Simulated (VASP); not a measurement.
# Ba (Pm-3m) in VASP: single point with LDA

Aim: the single point of Ba with LDA.

Program: VASP 6.6.1. These are calculated values, not measurements. Logs are shortened: lines on timing, memory, paths and dates and some standing lists are left out, and cuts for length are marked.

**1. The cell of the first run**

It takes space group Pm-3m (No. 221, cubic). The conventional cell has a = 4.006 Å, b = 4.006 Å, c = 4.006 Å, α = 90.00°, β = 90.00°, γ = 90.00°. Ba (site symmetry m-3m) has 6 Ba at 4.01 Å within 5.3 Å.

**2. Single point, LDA**

INCAR

```
PREC     = Accurate       # precision mode
ENCUT    = 500            # plane-wave cutoff, eV
EDIFF    = 1E-6           # SCF threshold, eV
ISMEAR   = 0              # smearing method
SIGMA    = 0.1            # smearing width, eV
LREAL    = F              # projectors in reciprocal space
LASPH    = T              # aspherical terms in the spheres
NELM     = 120            # most SCF steps
ALGO     = Normal         # electronic algorithm
ISIF     = 2              # what is computed and relaxed
LWAVE    = F              # write WAVECAR
LCHARG   = T              # write CHGCAR
GGA      = CA             # functional
LELF     = T              # ELF
LVHAR    = T            
NBANDS   = 11             # bands
GGA_COMPAT= F
```

KPOINTS

```
regular mesh
0
Gamma
  6 6 6
```

POSCAR

```
Ba
1.0
    4.0060000000      0.0000000000      0.0000000000
    0.0000000000      4.0060000000      0.0000000000
    0.0000000000      0.0000000000      4.0060000000
Ba
1
Direct
    0.5000000000      0.5000000000      0.5000000000
```

Potentials or basis: VASP PAW LDA potentials, release 64 (Ba_sv).

Command:

```console
cat potpaw_LDA.64/Ba_sv/POTCAR > POTCAR
mpirun -np 1 vasp_std > vasp.out
```

OUTCAR:

```text
PREC = Accurate
   ENCUT = 500
   EDIFF = 1E-6
   ISMEAR = 0
   LREAL = F
   LASPH = T
   NELM = 120
   ISIF = 2
   GGA = CA

 ion  position               nearest neighbor table
   1  0.500  0.500  0.500-

  LATTYP: Found a simple cubic cell.
 ALAT       =     4.0060000000

  Lattice vectors:

 A1 = (   4.0060000000,   0.0000000000,   0.0000000000)
 A2 = (   0.0000000000,   4.0060000000,   0.0000000000)
 A3 = (   0.0000000000,   0.0000000000,   4.0060000000)

Analysis of symmetry for initial positions (statically):
=====================================================================
 Subroutine PRICEL returns:
 Original cell was already a primitive cell.

 Routine SETGRP: Setting up the symmetry group for a
 simple cubic supercell.

 Subroutine GETGRP returns: Found 48 space group operations
 (whereof 48 operations were pure point group operations)
 out of a pool of 48 trial point group operations.

The static configuration has the point symmetry O_h .

Analysis of symmetry for dynamics (positions and initial velocities):
=====================================================================
 Subroutine PRICEL returns:
 Original cell was already a primitive cell.

 Routine SETGRP: Setting up the symmetry group for a
 simple cubic supercell.

 Subroutine GETGRP returns: Found 48 space group operations
 (whereof 48 operations were pure point group operations)
 out of a pool of 48 trial point group operations.

The dynamic configuration has the point symmetry O_h .

 Subroutine INISYM returns: Found 48 space group operations
 (whereof 48 operations are pure point group operations),
 and found     1 'primitive' translations

----------------------------------------------------------------------------------------

                                     Primitive cell

  volume of cell :      64.2884

  direct lattice vectors                    reciprocal lattice vectors
     4.006000000  0.000000000  0.000000000     0.249625562  0.000000000  0.000000000
     0.000000000  4.006000000  0.000000000     0.000000000  0.249625562  0.000000000
     0.000000000  0.000000000  4.006000000     0.000000000  0.000000000  0.249625562

  length of vectors
     4.006000000  4.006000000  4.006000000     0.249625562  0.249625562  0.249625562

  position of ions in fractional coordinates (direct lattice)
     0.500000000  0.500000000  0.500000000

  ion indices of the primitive-cell ions
   primitive index   ion index
                 1           1

----------------------------------------------------------------------------------------

 KPOINTS: regular mesh

Automatic generation of k-mesh.
 Grid dimensions read from file:
 generate k-points for:    6    6    6

 Generating k-lattice:

  Cartesian coordinates                     Fractional coordinates (reciprocal lattice)
     0.041604260  0.000000000  0.000000000     0.166666667  0.000000000  0.000000000
     0.000000000  0.041604260  0.000000000     0.000000000  0.166666667  0.000000000
     0.000000000  0.000000000  0.041604260     0.000000000  0.000000000  0.166666667

  Length of vectors
     0.041604260  0.041604260  0.041604260

  Shift w.r.t. Gamma in fractional coordinates (k-lattice)
     0.000000000  0.000000000  0.000000000

 Subroutine IBZKPT returns following result:
 ===========================================

 Found     20 irreducible k-points:

 Following reciprocal coordinates:
            Coordinates               Weight
  0.000000  0.000000  0.000000      1.000000
  0.166667  0.000000  0.000000      6.000000
  0.333333  0.000000  0.000000      6.000000
  0.500000  0.000000  0.000000      3.000000
  0.166667  0.166667  0.000000     12.000000
  0.333333  0.166667  0.000000     24.000000
[... 12 lines left out ...]
  0.500000  0.500000  0.333333      6.000000
  0.500000  0.500000  0.500000      1.000000
   k-points           NKPTS =     20   k-points in BZ     NKDIM =     20   number of bands    NBANDS=     11
   number of dos      NEDOS =    301   number of ions     NIONS =      1
   total plane-waves  NPLWV =  27000
   dimension x,y,z NGX =    30 NGY =   30 NGZ =   30
   dimension x,y,z NGXF=    60 NGYF=   60 NGZF=   60
   ions per type =               1
   NGX,Y,Z   is equivalent  to a cutoff of  12.45, 12.45, 12.45 a.u.
   NGXF,Y,Z  is equivalent  to a cutoff of  24.90, 24.90, 24.90 a.u.
 SYSTEM =  unknown system
   PREC   = accura    normal or accurate (medium, high low for compatibility)
   ISTART =      0    job   : 0-new  1-cont  2-samecut
   ICHARG =      2    charge: 1-file 2-atom 10-const
   ISPIN  =      1    spin polarized calculation?
   LNONCOLLINEAR =      F non collinear calculations
   LSORBIT =      F    spin-orbit coupling
   LASPH  =      T    aspherical Exc in radial PAW
   ENCUT  =  500.0 eV  36.75 Ry    6.06 a.u.   7.30  7.30  7.30*2*pi/ulx,y,z
   NELM   =    120;   NELMIN=  2; NELMDL= -5     # of ELM steps
   EDIFF  = 0.1E-05   stopping-criterion for ELM
   LREAL  =      F    real-space projection
   EDIFFG = 0.1E-04   stopping-criterion for IOM
   NSW    =      0    number of steps for IOM
   IBRION =     -1    ionic relax: 0-MD 1-quasi-New 2-CG
   NFREE  =      0    steps in history (QN), initial steepest desc. (CG)
   ISIF   =      2    stress and relaxation
   ISYM   =      2    0-nonsym 1-usesym 2-fastsym
   POTIM  = 0.5000    time-step for ionic-motion
   TEBEG  =    0.0;   TEEND  =   0.0 temperature during run
   PSTRESS=    0.0 pullay stress
   NELECT =      10.0000    total number of electrons
   NUPDOWN=      -1.0000    fix difference up-down
   EMIN   =  10.00;   EMAX   =-10.00  energy-range for DOS
   EFERMI =   0.00;   METHOD = LEGACY
   ISMEAR =     0;   SIGMA  =   0.10  broadening in eV -4-tet -1-fermi 0-gaus
   EFERMI_NEDOS =   21; number of points for ismear=-14 and -15
   IALGO  =     38    algorithm
   IMIX   =      4    mixing-type and parameters
     AMIX     =   0.40;   BMIX     =  1.00
     AMIX_MAG =   1.60;   BMIX_MAG =  1.00
  volume/ion in A,a.u.               =      64.29       433.84
  Fermi-wavevector in a.u.,A,eV,Ry     =   0.880435  1.663781 10.546767  0.775166
  Thomas-Fermi vector in A             =   2.000795
   LORBIT       =      0    0 simple, 1 ext, 2 COOP (PROOUT), +10 PAW based schemes
   GGA     = CA    functional components
   LHFCALC =     F    Hartree Fock is set to
   AEXX    =    0.0000 exact exchange contribution
   IVDW    =     0    specifies the selected vdW correction
   LEPSILON=     F    determine dielectric tensor
   LRPA    =     F    only Hartree local field effects (RPA)
 non-spin polarized calculation
 Gauss-broadening in eV      SIGMA  =   0.10
  energy-cutoff  :      500.00
  volume of cell :       64.29
 maximum number of plane-waves:      1654
 NGX is ok and might be reduce to    30
   NGX = 15   NGY = 15   NGZ = 15

 number of electron      10.0000000 magnetization

 number of electron       9.9999999 magnetization

 Free energy of the ion-electron system (eV)
  ---------------------------------------------------
  ext. energy  EPLUGINS =         0.00000000
  ---------------------------------------------------
  free energy    TOTEN  =        -1.89588663 eV

  energy without entropy =       -1.88824234  energy(sigma->0) =       -1.89206449

 E-fermi :   1.3734     XC(G=0):  -7.5261

 val. band max:        1.2840375879   @ k =   0.0000   0.0000   0.0000
 cond. band min:       1.4012196299   @ k =   0.1667   0.0000   0.0000
 fundamental gap:      0.1171820419
 Fermi energy:         1.3734086521

 k-point     1 :       0.0000    0.0000    0.0000
  band No.  band energies     occupation
      1     -27.7960      2.00000
      2     -12.6760      2.00000
      3     -12.6760      2.00000
      4     -12.6760      2.00000
      5      -1.2922      2.00000
      6       1.2840      1.79373
      7       1.2840      1.79373
      8       5.9626      0.00000
      9       5.9626      0.00000
     10       5.9626      0.00000
     11       8.6478      0.00000

 k-point     2 :       0.1667    0.0000    0.0000
  band No.  band energies     occupation
      1     -27.7833      2.00000
      2     -12.8493      2.00000
      3     -12.6611      2.00000
      4     -12.6611      2.00000
      5      -0.9150      2.00000
      6       1.4012      0.69409
      7       1.6690      0.00003
      8       5.1628      0.00000
      9       5.1628      0.00000
     10       6.0212      0.00000
     11       7.4043      0.00000

 k-point     3 :       0.3333    0.0000    0.0000
  band No.  band energies     occupation
      1     -27.7576      2.00000
      2     -13.1725      2.00000
      3     -12.6311      2.00000
      4     -12.6311      2.00000
      5      -0.0892      2.00000
      6       1.6653      0.00004
      7       2.2355      0.00000
      8       4.1879      0.00000
      9       4.1879      0.00000
     10       6.1445      0.00000
     11       6.7564      0.00000

 k-point     4 :       0.5000    0.0000    0.0000
  band No.  band energies     occupation
      1     -27.7447      2.00000
      2     -13.3240      2.00000
      3     -12.6160      2.00000
      4     -12.6160      2.00000
      5       0.4858      2.00000
      6       1.8169      0.00000
      7       2.0863      0.00000
      8       3.8213      0.00000
      9       3.8213      0.00000
     10       6.2093      0.00000
     11       7.7728      0.00000

 k-point     5 :       0.1667    0.1667    0.0000
  band No.  band energies     occupation
      1     -27.7706      2.00000
      2     -12.8403      2.00000
      3     -12.8240      2.00000
      4     -12.6465      2.00000
      5      -0.5427      2.00000
      6       1.6360      0.00020
      7       1.9383      0.00000
      8       4.2831      0.00000
      9       5.1017      0.00000
     10       5.4263      0.00000
     11       8.2054      0.00000
[... 155 lines left out ...]
 k-point    17 :       0.3333    0.3333    0.3333
  band No.  band energies     occupation
      1     -27.6831      2.00000
      2     -13.0617      2.00000
      3     -13.0425      2.00000
      4     -13.0425      2.00000
      5       1.1286      1.99946
      6       2.0656      0.00000
      7       2.0656      0.00000
      8       4.5320      0.00000
      9       4.5320      0.00000
     10       4.6994      0.00000
     11       7.3682      0.00000

 k-point    18 :       0.5000    0.3333    0.3333
  band No.  band energies     occupation
      1     -27.6707      2.00000
      2     -13.1909      2.00000
      3     -13.0347      2.00000
      4     -13.0225      2.00000
      5       1.1187      1.99968
      6       1.7107      0.00000
      7       1.9861      0.00000
      8       4.5955      0.00000
      9       4.7581      0.00000
     10       6.7089      0.00000
     11       6.8722      0.00000

 k-point    19 :       0.5000    0.5000    0.3333
  band No.  band energies     occupation
      1     -27.6584      2.00000
      2     -13.1690      2.00000
      3     -13.1690      2.00000
      4     -13.0088      2.00000
      5       0.9990      2.00000
      6       1.6785      0.00002
      7       1.6785      0.00002
      8       4.7510      0.00000
      9       6.0607      0.00000
     10       7.1676      0.00000
     11       7.1681      0.00000

 k-point    20 :       0.5000    0.5000    0.5000
  band No.  band energies     occupation
      1     -27.6461      2.00000
      2     -13.1477      2.00000
      3     -13.1477      2.00000
      4     -13.1477      2.00000
      5       1.2840      1.79409
      6       1.2840      1.79409
      7       1.2840      1.79409
      8       5.3069      0.00000
      9       7.5397      0.00000
     10       7.5569      0.00000
     11       7.5587      0.00000

------------------------ aborting loop because EDIFF is reached ----------------------------------------

  FORCE on cell =-STRESS in cart. coord.  units (eV):
  Direction    XX          YY          ZZ          XY          YZ          ZX
  --------------------------------------------------------------------------------------
  -------------------------------------------------------------------------------------
  Total       -0.6030822     -0.6030822     -0.6030822     -0.0000000      0.0000000     -0.0000000
  in kB      -15.0298361    -15.0298361    -15.0298361     -0.0000000      0.0000000     -0.0000000
  external PRESSURE =     -15.0298361 kB  Pullay stress =       0.0000000 kB

 VOLUME and BASIS-vectors are now :
 -----------------------------------------------------------------------------
  energy-cutoff  :      500.00
  volume of cell :       64.29
      direct lattice vectors                 reciprocal lattice vectors
     4.006000000  0.000000000  0.000000000     0.249625562  0.000000000  0.000000000
     0.000000000  4.006000000  0.000000000     0.000000000  0.249625562  0.000000000
     0.000000000  0.000000000  4.006000000     0.000000000  0.000000000  0.249625562

 POSITION                                       TOTAL-FORCE (eV/Angst)
 -----------------------------------------------------------------------------------
      2.00300      2.00300      2.00300         0.000000      0.000000      0.000000
 -----------------------------------------------------------------------------------
    total drift:                                0.000000      0.000000      0.000000

  FREE ENERGIE OF THE ION-ELECTRON SYSTEM (eV)
  ---------------------------------------------------
  free  energy   TOTEN  =        -1.8958866291 eV

  energy  without entropy=       -1.8882423421  energy(sigma->0) =       -1.89206449
```

Wall time 4.8 s (1 thread of Intel Xeon 6975P-C (Granite Rapids), shared host); peak memory 0.14 GiB.

Results:

```yaml
Free_energy: -1.8959 eV
Pressure: -1.5 GPa
Band_gap_on_the_k_mesh: zero (band 5 reaches 1.41 eV, above the bottom of band 6 at 1.28 eV)
```

Caveat: spin-orbit coupling is left out, which moves the levels of the heavy elements.
